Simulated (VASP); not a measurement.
# La in VASP: single point with PBE

Aim: the single point of La with PBE.

Program: VASP 6.6.1. These are calculated values, not measurements. Logs are shortened: lines on timing, memory, paths and dates and some standing lists are left out, and cuts for length are marked.

### 1 The cell of the first run

The cell holds a cluster in a box, 1 atom: a = 8.450 Å, b = 8.450 Å, c = 8.450 Å, α = 90.00°, β = 90.00°, γ = 90.00°.

### 2 Single point, PBE

INCAR reads:

```
  ALGO = Normal
  EDIFF = 1E-6
  ENCUT = 400
  GGA = PE
  GGA_COMPAT = False
  ISIF = 2
  ISMEAR = -1
  LASPH = True
  LCHARG = False
  LMAXMIX = 6
  LREAL = False
  LWAVE = False
  NBANDS = 12
  NELM = 200
  PREC = Accurate
  SIGMA = 0.1
```

KPOINTS reads:

```
k-points
0
Gamma
  1 1 1
```

POSCAR reads:

```
La
1.0
    8.4500000000      0.0000000000      0.0000000000
    0.0000000000      8.4500000000      0.0000000000
    0.0000000000      0.0000000000      8.4500000000
La
1
Direct
    0.5100000000      0.5200000000      0.4900000000
```

Potentials or basis: VASP PAW PBE potentials, release 64 (La).

On the command line:

```sh
cat potpaw_PBE.64/La/POTCAR > POTCAR
mpirun -np 1 vasp_gam > vasp.out
```

OUTCAR:

```text
EDIFF = 1E-6
   ENCUT = 400
   GGA = PE
   ISIF = 2
   ISMEAR = -1
   LASPH = True
   LREAL = False
   NELM = 200
   PREC = Accurate

 ion  position               nearest neighbor table
   1  0.510  0.520  0.490-

  LATTYP: Found a simple cubic cell.
 ALAT       =     8.4500000000

  Lattice vectors:

 A1 = (   8.4500000000,   0.0000000000,   0.0000000000)
 A2 = (   0.0000000000,   8.4500000000,   0.0000000000)
 A3 = (   0.0000000000,   0.0000000000,   8.4500000000)

Analysis of symmetry for initial positions (statically):
=====================================================================
 Subroutine PRICEL returns:
 Original cell was already a primitive cell.

 Routine SETGRP: Setting up the symmetry group for a
 simple cubic supercell.

 Subroutine GETGRP returns: Found 48 space group operations
 (whereof  2 operations were pure point group operations)
 out of a pool of 48 trial point group operations.

The static configuration has the point symmetry C_1h.
 The point group associated with its full space group is O_h .

Analysis of symmetry for dynamics (positions and initial velocities):
=====================================================================
 Subroutine PRICEL returns:
 Original cell was already a primitive cell.

 Routine SETGRP: Setting up the symmetry group for a
 simple cubic supercell.

 Subroutine GETGRP returns: Found 48 space group operations
 (whereof  2 operations were pure point group operations)
 out of a pool of 48 trial point group operations.

The dynamic configuration has the point symmetry C_1h.
 The point group associated with its full space group is O_h .

 Subroutine INISYM returns: Found 48 space group operations
 (whereof  2 operations are pure point group operations),
 and found     1 'primitive' translations

----------------------------------------------------------------------------------------

                                     Primitive cell

  volume of cell :     603.3511

  direct lattice vectors                    reciprocal lattice vectors
     8.450000000  0.000000000  0.000000000     0.118343195  0.000000000  0.000000000
     0.000000000  8.450000000  0.000000000     0.000000000  0.118343195  0.000000000
     0.000000000  0.000000000  8.450000000     0.000000000  0.000000000  0.118343195

  length of vectors
     8.450000000  8.450000000  8.450000000     0.118343195  0.118343195  0.118343195

[... 51 lines left out ...]
   LASPH  =      T    aspherical Exc in radial PAW
   ENCUT  =  400.0 eV  29.40 Ry    5.42 a.u.  13.78 13.78 13.78*2*pi/ulx,y,z
   NELM   =    200;   NELMIN=  2; NELMDL= -5     # of ELM steps
   EDIFF  = 0.1E-05   stopping-criterion for ELM
   LREAL  =      F    real-space projection
   EDIFFG = 0.1E-04   stopping-criterion for IOM
   NSW    =      0    number of steps for IOM
   IBRION =     -1    ionic relax: 0-MD 1-quasi-New 2-CG
   NFREE  =      0    steps in history (QN), initial steepest desc. (CG)
   ISIF   =      2    stress and relaxation
   ISYM   =      2    0-nonsym 1-usesym 2-fastsym
   POTIM  = 0.5000    time-step for ionic-motion
   TEBEG  =    0.0;   TEEND  =   0.0 temperature during run
   PSTRESS=    0.0 pullay stress
   NELECT =      11.0000    total number of electrons
   NUPDOWN=      -1.0000    fix difference up-down
   EMIN   =  10.00;   EMAX   =-10.00  energy-range for DOS
   EFERMI =   0.00;   METHOD = LEGACY
   ISMEAR =    -1;   SIGMA  =   0.10  broadening in eV -4-tet -1-fermi 0-gaus
   EFERMI_NEDOS =   21; number of points for ismear=-14 and -15
   IALGO  =     38    algorithm
   IMIX   =      4    mixing-type and parameters
     AMIX     =   0.40;   BMIX     =  1.00
     AMIX_MAG =   1.60;   BMIX_MAG =  1.00
  volume/ion in A,a.u.               =     603.35      4071.61
  Fermi-wavevector in a.u.,A,eV,Ry     =   0.430873  0.814231  2.525940  0.185651
  Thomas-Fermi vector in A             =   1.399679
   LORBIT       =      0    0 simple, 1 ext, 2 COOP (PROOUT), +10 PAW based schemes
   GGA     = PE    functional components
   LHFCALC =     F    Hartree Fock is set to
   AEXX    =    0.0000 exact exchange contribution
   IVDW    =     0    specifies the selected vdW correction
   LEPSILON=     F    determine dielectric tensor
   LRPA    =     F    only Hartree local field effects (RPA)
 non-spin polarized calculation
  energy-cutoff  :      400.00
  volume of cell :      603.35
 maximum number of plane-waves:      5510
 NGX is ok and might be reduce to    54
   NGX = 27   NGY = 27   NGZ = 27

 number of electron      10.9999998 magnetization

 Free energy of the ion-electron system (eV)
  ---------------------------------------------------
  ext. energy  EPLUGINS =         0.00000000
  ---------------------------------------------------
  free energy    TOTEN  =        -0.83733856 eV

  energy without entropy =       -0.47764167  energy(sigma->0) =       -0.65749012

 E-fermi :  -2.3683     XC(G=0):  -2.3452

 val. band max:       -2.9223475857   @ k =   0.0000   0.0000   0.0000
 cond. band min:      -2.1620200153   @ k =   0.0000   0.0000   0.0000
 fundamental gap:      0.7603275704
 Fermi energy:        -2.3682795334

 k-point     1 :       0.0000    0.0000    0.0000
  band No.  band energies     occupation
      1     -37.3564      2.00000
      2     -21.0396      2.00000
      3     -21.0395      2.00000
      4     -21.0395      2.00000
      5      -2.9223      1.99218
      6      -2.1620      0.22557
      7      -2.1620      0.22557
      8      -2.1091      0.13929
      9      -2.1090      0.13926
     10      -2.0659      0.09271
     11      -2.0659      0.09271
     12      -2.0659      0.09271

------------------------ aborting loop because EDIFF is reached ----------------------------------------

  FORCE on cell =-STRESS in cart. coord.  units (eV):
  Direction    XX          YY          ZZ          XY          YZ          ZX
  --------------------------------------------------------------------------------------
  -------------------------------------------------------------------------------------
  Total       -0.7704481     -0.7704481     -0.7704481      0.0000000     -0.0000000     -0.0000000
  in kB       -2.0458973     -2.0458973     -2.0458973      0.0000000     -0.0000000     -0.0000000
  external PRESSURE =      -2.0458973 kB  Pullay stress =       0.0000000 kB

 VOLUME and BASIS-vectors are now :
 -----------------------------------------------------------------------------
  energy-cutoff  :      400.00
  volume of cell :      603.35
      direct lattice vectors                 reciprocal lattice vectors
     8.450000000  0.000000000  0.000000000     0.118343195  0.000000000  0.000000000
     0.000000000  8.450000000  0.000000000     0.000000000  0.118343195  0.000000000
     0.000000000  0.000000000  8.450000000     0.000000000  0.000000000  0.118343195

 POSITION                                       TOTAL-FORCE (eV/Angst)
 -----------------------------------------------------------------------------------
      4.30950      4.39400      4.14050         0.000000      0.000000      0.000000
 -----------------------------------------------------------------------------------
    total drift:                                0.000001      0.000007     -0.000001

  FREE ENERGIE OF THE ION-ELECTRON SYSTEM (eV)
  ---------------------------------------------------
  free  energy   TOTEN  =        -0.8373385589 eV

  energy  without entropy=       -0.4776416737  energy(sigma->0) =       -0.65749012
```

Run time: 48 s. Hardware: 1 thread of Intel Xeon Platinum 8375C at 2.90GHz (Ice Lake), shared host; peak memory 0.4 GiB.

What came out:

```
Free energy                     : -0.8373 eV
Gap between the frontier levels : zero (an odd number of electrons rules out a gap without spin polarisation)
```

Caveat: spin-orbit coupling is left out, which moves the levels of the heavy elements.
